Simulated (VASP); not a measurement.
# ZnO5: single point with PBE

The system is ZnO5.

```
CELL_PARAMETERS angstrom
3.13528 0.00000 0.00000
-1.56764 2.71524 0.00000
0.00000 0.00000 10.46171
ATOMIC_POSITIONS crystal
Zn 0.00000 0.00000 0.00000
O 0.66667 0.33333 0.10006
O 0.00000 0.00000 0.38375
O 0.66667 0.33333 0.50000
O 0.00000 0.00000 0.61625
O 0.66667 0.33333 0.89994
```

| Item | Value |
| --- | --- |
| Program | VASP 6.6.1 |
| Task | single point |
| Functional | PBE |
| Potentials or basis | VASP PAW PBE potentials, release 64 (Zn, O) |
| Cutoff | 520 eV |
| k mesh | 12 × 12 × 4 |
| Occupations | gaussian, width 0.1 eV |
| Spin | collinear spin, ferromagnetic start |
| Starting moments | [0.0, 0.99, 2.07, 1.96, 2.07, 0.99] μB |
| Dipole correction | no |
| Further INCAR settings | ALGO = Normal; EDIFF = 1e-06; NBANDS = 34 |

```json
{"Pressure": "0.1 GPa", "Largest force": "0.055 eV/Å", "Band gap on the k mesh": "zero (filled and empty bands overlap)", "Net moment": "7.99 μB per cell", "Site moments": "Zn +0.05; O +0.83, +1.71, +1.63 (each value once) μB", "Valence electrons inside the program's atomic spheres": "Zn 10.69; O 4.80, 4.54, 4.62 (each value once)"}
```

Forces on the atoms (eV/Å):
```
Zn   0.000  0.000  0.000
O    0.000  0.000  0.055
O    0.000  0.000 -0.002
O    0.000  0.000  0.000
O    0.000  0.000  0.002
O    0.000  0.000 -0.055
```

Stress tensor (GPa, compression positive):
```
0.16 0.00 0.00
0.00 0.16 0.00
0.00 0.00 0.03
```

Levels at points of the mesh, in eV from the Fermi level:
Spin up:
```csv
k point,band 21,band 22,band 23,band 24,band 25,band 26,band 27,band 28,band 29,band 30
"(0.00, 0.00, 0.00)",-0.93,-0.93,-0.83,-0.83,-0.65,3.02,7.58,9.08,11.08,13.43
"(0.50, 0.00, 0.00)",-0.82,-0.50,-0.40,-0.30,-0.28,7.18,8.36,11.35,11.92,12.03
"(0.00, 0.00, 0.50)",-0.93,-0.93,-0.83,-0.83,-0.78,3.04,7.48,9.50,10.47,14.21
"(0.50, 0.00, 0.50)",-0.82,-0.56,-0.33,-0.31,-0.28,7.18,8.36,11.32,11.97,11.98
```
Spin down:
| k point | band 15 | band 16 | band 17 | band 18 | band 19 | band 20 |
| --- | --- | --- | --- | --- | --- | --- |
| (0.00, 0.00, 0.00) | -0.06 | -0.06 | 0.14 | 0.38 | 0.38 | 1.21 |
| (0.50, 0.00, 0.00) | -1.72 | -1.64 | -1.03 | -0.02 | 0.41 | 0.88 |
| (0.00, 0.00, 0.50) | -0.07 | -0.07 | 0.23 | 0.38 | 0.38 | 1.21 |
| (0.50, 0.00, 0.50) | -1.73 | -1.64 | -1.03 | -0.02 | 0.42 | 0.87 |

Run time: 5.8 min on 1 thread of Intel Xeon 8259CL, with other jobs on the host, peak memory 0.4 GiB.

Caveat: semilocal functionals underestimate gaps, so a narrow gap can read as zero.
